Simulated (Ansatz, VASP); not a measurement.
## SrW2 in VASP and in Ansatz

The input INCAR:

```
ALGO = Fast
EDIFF = 1E-6
ENCUT = 520
GGA = PE
ISIF = 2
ISMEAR = 0
LASPH = T
LCHARG = F
LREAL = F
LWAVE = F
NBANDS = 26
NELM = 60
PREC = Accurate
SIGMA = 0.1
```

The input KPOINTS:

```
k-points
0
Gamma
  6 6 6
```

POSCAR

```
SrW2
1.0
   -2.1808923883      2.1808923883      3.5768877732
    2.1808923883     -2.1808923883      3.5768877732
    2.1808923883      2.1808923883     -3.5768877732
Sr W
1 2
Direct
    0.0000000000      0.0000000000      0.0000000000
    0.5930000000      0.5930000000      0.0000000000
    0.4070000000      0.4070000000      0.0000000000
```

Input for Ansatz:

```yaml
crystal:
  lattice:
    - [-2.1808923883, 2.1808923883, 3.5768877732]
    - [2.1808923883, -2.1808923883, 3.5768877732]
    - [2.1808923883, 2.1808923883, -3.5768877732]
  atoms:
    - { symbol: Sr, position: [0.0, 0.0, 0.0] }
    - { symbol: W, position: [0.593, 0.593, 0.0] }
    - { symbol: W, position: [0.407, 0.407, 0.0] }
basis:
  ecutwfc: 420
kpoints:
  mp_grid: { grid: [6, 6, 6] }
hamiltonian:
  xc: pbe
scf:
  occupations: { method: gaussian, width: 0.1 }
  lower_state_search: "off"
output:
  forces: true
  stress: true
  eigenvalues: true
```

Alike in both runs: task single point; functional PBE; k mesh 6 × 6 × 6; occupations gaussian, width 0.1 eV; no spin polarisation.

|  | VASP | Ansatz |
| --- | --- | --- |
| version | VASP 6.6.1 | Ansatz 0.2.0 |
| potentials or method | VASP PAW PBE potentials, release 64 (Sr_sv, W_sv), cutoff 520 eV | scalar-relativistic, plane waves, PAW |
| valence electrons in the cell | 38 | 38 |

Ansatz gave:

| Quantity | Value |
| --- | --- |
| gap on the k mesh at the Fermi level (eV) | none |
| rms of the force components (eV/Å) | 140.048 |

Problem. Estimate VASP's values.

Solution. gap on the k mesh at the Fermi level (eV): none; rms of the force components (eV/Å): 137.548.

Atom by atom the forces differ by 2.500 eV/Å (rms over components). A gap of «none» marks a metal or a gap that the smearing closes.

Spin-orbit coupling is off throughout.
